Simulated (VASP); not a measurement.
SnSe2, 3 atoms in the cell. It takes space group P4/mmm (No. 123, tetragonal). The conventional cell has a = 5.266 Å, b = 5.266 Å, c = 6.262 Å, α = 90.00°, β = 90.00°, γ = 90.00°. Within 3.5 Å of Sn (site symmetry 4/mmm) lie 4 Se at 2.63 Å. Se (site symmetry mmm) has 2 Sn at 2.63 Å within 3.5 Å. The cell was generated, and may not be a known phase.

* Program: VASP 6.6.1
* Task: relaxation of cell and atoms
* Functional: PBE
* Potentials or basis: VASP PAW PBE potentials, release 64 (Sn_d, Se)
* Cutoff: 600 eV
* k mesh: 10 × 10 × 8
* Occupations: gaussian, width 0.1 eV
* Spin: no spin polarisation
* Dipole correction: no
* Further INCAR settings: ALGO = Normal; EDIFF = 1e-06; IBRION = 2; EDIFFG = -0.01; NSW = 100; ISIF = 3

Potentials or basis: VASP PAW PBE potentials, release 64 (Sn_d, Se).

The run is started by

```sh
$ cat potpaw_PBE.64/Sn_d/POTCAR potpaw_PBE.64/Se/POTCAR > POTCAR
$ mpirun -np 1 vasp_std > vasp.out
```

Hardware: 1 thread of AMD EPYC 9R45 96-Core Processor (Zen 5), on a shared host.

Task: Estimate the wall time of this run.

Result: It took 3.3 min on 1 thread of AMD EPYC 9R45 96-Core Processor (Zen 5), with other jobs on the host, peak memory 0.53 GiB. Counts: scf iterations 13, k points 105, ion steps 1.
